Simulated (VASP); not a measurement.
# SiC (P6_3mc) in VASP: further runs, part 2 of 2

VASP 6.6.1.

## Step 5: Single point, LDA (c/a of the conventional cell at fixed volume 1.7726)

Contents of INCAR:

```
PREC     = Accurate       # precision mode
ENCUT    = 520            # plane-wave cutoff, eV
EDIFF    = 1E-7           # SCF threshold, eV
ISMEAR   = 0              # smearing method
SIGMA    = 0.05           # smearing width, eV
LREAL    = False          # projectors in reciprocal space
LASPH    = True           # aspherical terms in the spheres
NELM     = 100            # most SCF steps
ALGO     = Normal         # electronic algorithm
ISIF     = 2              # what is computed and relaxed
LWAVE    = False          # write WAVECAR
LCHARG   = False          # write CHGCAR
NBANDS   = 16             # bands
```

Contents of KPOINTS:

```
Automatic mesh
0
Gamma
  12 12 6
```

Contents of POSCAR:

```
SiC
1.0
    2.9787958993      0.0000000000      0.0000000000
   -1.4893979497      2.5797129215      0.0000000000
    0.0000000000      0.0000000000      5.2802136111
Si C
2 2
Direct
    0.3333333333      0.6666666667      0.0046041256
    0.6666666667      0.3333333333      0.5046041256
    0.3333333333      0.6666666667      0.3355409659
    0.6666666667      0.3333333333      0.8355409659
```

Potentials or basis: VASP PAW LDA potentials, release 64 (Si, C).

Started as:

```
$ cat potpaw_LDA.64/Si/POTCAR potpaw_LDA.64/C/POTCAR > POTCAR
$ mpirun -np 1 vasp_std > vasp.out
```

OUTCAR:

```text
PREC = Accurate
   ENCUT = 520
   EDIFF = 1E-7
   ISMEAR = 0
   LREAL = False
   LASPH = True
   NELM = 100
   ISIF = 2

 ion  position               nearest neighbor table
   1  0.333  0.667  0.005-   3 1.75   4 1.94   4 1.94   4 1.94
   2  0.667  0.333  0.505-   4 1.75   3 1.94   3 1.94   3 1.94
   3  0.333  0.667  0.336-   1 1.75   2 1.94   2 1.94   2 1.94
   4  0.667  0.333  0.836-   2 1.75   1 1.94   1 1.94   1 1.94

  LATTYP: Found a hexagonal cell.
 ALAT       =     2.9787958993
 C/A-ratio  =     1.7726000000

  Lattice vectors:

 A1 = (   2.9787958993,   0.0000000000,   0.0000000000)
 A2 = (  -1.4893979497,   2.5797129215,   0.0000000000)
 A3 = (   0.0000000000,   0.0000000000,   5.2802136111)

Analysis of symmetry for initial positions (statically):
=====================================================================
 Subroutine PRICEL returns:
 Original cell was already a primitive cell.

 Routine SETGRP: Setting up the symmetry group for a
 hexagonal supercell.

 Subroutine GETGRP returns: Found 12 space group operations
 (whereof  6 operations were pure point group operations)
 out of a pool of 24 trial point group operations.

The static configuration has the point symmetry C_3v.
 The point group associated with its full space group is C_6v.

Analysis of symmetry for dynamics (positions and initial velocities):
=====================================================================
 Subroutine PRICEL returns:
 Original cell was already a primitive cell.

 Routine SETGRP: Setting up the symmetry group for a
 hexagonal supercell.

 Subroutine GETGRP returns: Found 12 space group operations
 (whereof  6 operations were pure point group operations)
 out of a pool of 24 trial point group operations.

The dynamic configuration has the point symmetry C_3v.
[... 116 lines left out ...]
   NUPDOWN=      -1.0000    fix difference up-down
   EMIN   =  10.00;   EMAX   =-10.00  energy-range for DOS
   EFERMI =   0.00;   METHOD = LEGACY
   ISMEAR =     0;   SIGMA  =   0.05  broadening in eV -4-tet -1-fermi 0-gaus
   EFERMI_NEDOS =   21; number of points for ismear=-14 and -15
   IALGO  =     38    algorithm
   IMIX   =      4    mixing-type and parameters
     AMIX     =   0.40;   BMIX     =  1.00
     AMIX_MAG =   1.60;   BMIX_MAG =  1.00
  volume/ion in A,a.u.               =      10.14        68.45
  Fermi-wavevector in a.u.,A,eV,Ry     =   1.200495  2.268606 19.608550  1.441188
  Thomas-Fermi vector in A             =   2.336329
   LORBIT       =      0    0 simple, 1 ext, 2 COOP (PROOUT), +10 PAW based schemes
   GGA     = CA    functional components
   LHFCALC =     F    Hartree Fock is set to
   AEXX    =    0.0000 exact exchange contribution
   IVDW    =     0    specifies the selected vdW correction
   LEPSILON=     F    determine dielectric tensor
   LRPA    =     F    only Hartree local field effects (RPA)
 non-spin polarized calculation
 Gauss-broadening in eV      SIGMA  =   0.05
  energy-cutoff  :      520.00
  volume of cell :       40.58
 maximum number of plane-waves:      1115
 NGX is ok and might be reduce to    24

 number of electron      15.9999999 magnetization

 Free energy of the ion-electron system (eV)
  ---------------------------------------------------
  ext. energy  EPLUGINS =         0.00000000
  ---------------------------------------------------
  free energy    TOTEN  =       -32.17340238 eV

  energy without entropy =      -32.17322359  energy(sigma->0) =      -32.17331298

 E-fermi :   9.2791     XC(G=0): -11.6634

 val. band max:        9.2556597110   @ k =   0.3333   0.3333   0.0000
 cond. band min:       9.2847927027   @ k =   0.0000   0.0000   0.0000
 fundamental gap:      0.0291329917
 Fermi energy:         9.2790540122

 k-point     1 :       0.0000    0.0000    0.0000
  band No.  band energies     occupation
      1      -7.1588      2.00000
      2      -3.6567      2.00000
      3      -1.3819      2.00000
      4       6.6647      2.00000
      5       8.1251      2.00000
      6       8.1251      2.00000
[... 433 lines left out ...]
      3       0.7571      2.00000
      4       2.6857      2.00000
      5       3.9483      2.00000
      6       5.9069      2.00000
[... 8 lines left out ...]
     15      19.6984      0.00000
     16      20.7537      0.00000

 [... further k-points ...]
[... 5 lines left out ...]
  --------------------------------------------------------------------------------------
  -------------------------------------------------------------------------------------
  Total        1.8317081      1.8317081     -2.7318962     -0.0000000      0.0000000      0.0000000
  in kB       72.3274617     72.3274617   -107.8726035     -0.0000000      0.0000000      0.0000000
  external PRESSURE =      12.2607733 kB  Pullay stress =       0.0000000 kB

 VOLUME and BASIS-vectors are now :
 -----------------------------------------------------------------------------
  energy-cutoff  :      520.00
  volume of cell :       40.58
      direct lattice vectors                 reciprocal lattice vectors
     2.978795899  0.000000000  0.000000000     0.335706115  0.193820016  0.000000000
    -1.489397950  2.579712922  0.000000000     0.000000000  0.387640032  0.000000000
     0.000000000  0.000000000  5.280213611     0.000000000  0.000000000  0.189386277

 POSITION                                       TOTAL-FORCE (eV/Angst)
 -----------------------------------------------------------------------------------
     -0.00000      1.71981      0.02431         0.000000      0.000000     -4.634398
      1.48940      0.85990      2.66442        -0.000000     -0.000000     -4.634398
     -0.00000      1.71981      1.77173         0.000000      0.000000      4.634398
      1.48940      0.85990      4.41183        -0.000000      0.000000      4.634398
 -----------------------------------------------------------------------------------
    total drift:                               -0.000000      0.000000     -0.000200

  FREE ENERGIE OF THE ION-ELECTRON SYSTEM (eV)
  ---------------------------------------------------
  free  energy   TOTEN  =       -32.1734023805 eV

  energy  without entropy=      -32.1732235892  energy(sigma->0) =      -32.17331298
```

stdout:

```text
POSCAR found type information on POSCAR SiC
 POSCAR found :  2 types and       4 ions
 scaLAPACK will be used
 LDA part: xc-table for (Slater(with rela. corr.)+CA(PZ))
 , standard interpolation
 POSCAR, INCAR and KPOINTS ok, starting setup
 FFT: planning ... GRIDC
 FFT: planning ... GRID_SOFT
 FFT: planning ... GRID
 WAVECAR not read
 entering main loop
```

Run time: 55 s. Hardware: 1 thread of Intel Xeon 8259CL, shared host; peak memory 0.16 GiB.

What came out:

| Quantity | Value |
| --- | --- |
| Free energy | -32.1734 eV |
| Pressure | 1.2 GPa |
| Largest force | 4.634 eV/Å |
| Band gap on the k mesh | zero (band 8 reaches 9.28 eV, above the bottom of band 9 at 9.26 eV) |

Forces in eV/Å, atoms in the order of the input:
```
Si   0.000  0.000 -4.634
Si   0.000  0.000 -4.634
C    0.000  0.000  4.634
C    0.000  0.000  4.634
```

Levels at points of the mesh, in eV from the Fermi level:
| k point | band 4 | band 5 | band 6 | band 7 | band 8 | band 9 | band 10 | band 11 | band 12 | band 13 |
| --- | --- | --- | --- | --- | --- | --- | --- | --- | --- | --- |
| (0.00, 0.00, 0.00) | -2.61 | -1.15 | -1.15 | 0.01 | 0.01 | 4.06 | 5.42 | 6.54 | 6.54 | 7.71 |
| (0.50, 0.00, 0.00) | -7.02 | -6.91 | -5.08 | -3.36 | -1.28 | 1.99 | 2.61 | 5.44 | 6.21 | 7.81 |
| (0.00, 0.00, 0.50) | -6.56 | -0.62 | -0.62 | -0.62 | -0.62 | 6.08 | 6.08 | 7.25 | 7.25 | 7.25 |
| (0.50, 0.00, 0.50) | -8.95 | -4.08 | -4.08 | -2.53 | -2.53 | 1.73 | 1.73 | 4.72 | 4.72 | 8.61 |

Caveat: forces of over 1 eV/Å act on the atoms, so gaps and moduli don't describe the material at rest.

## Step 6: Overview

```csv
cell,gap on the mesh (eV),pressure (GPa),largest force (eV/Å)
"a = 3.029, b = 3.029, c = 5.105 Å, angles 90.0, 90.0, 120.0°, 4 atoms",2.01,0.7,0.24
"a = 2.979, b = 2.979, c = 5.280 Å, angles 90.0, 90.0, 120.0°, 4 atoms",none,1.2,4.63
"a = 3.084, b = 3.084, c = 4.926 Å, angles 90.0, 90.0, 120.0°, 4 atoms",1.74,2.2,2.09
```

Some of these runs hold the atoms at other places in the same cell, which the table doesn't show; runs alike in all that it shows share one row.

Alike in all rows: task single point; level LDA; potentials or basis VASP PAW LDA potentials, release 64 (Si, C); no spin polarisation; k mesh 12 × 12 × 6; cutoff (eV) 520; smearing gaussian 0.05 eV.

Caveats: forces of over 1 eV/Å act on the atoms, so gaps and moduli don't describe the material at rest (some runs).

Total energies depend on the potentials used, so only differences within one code and one set of settings carry meaning.
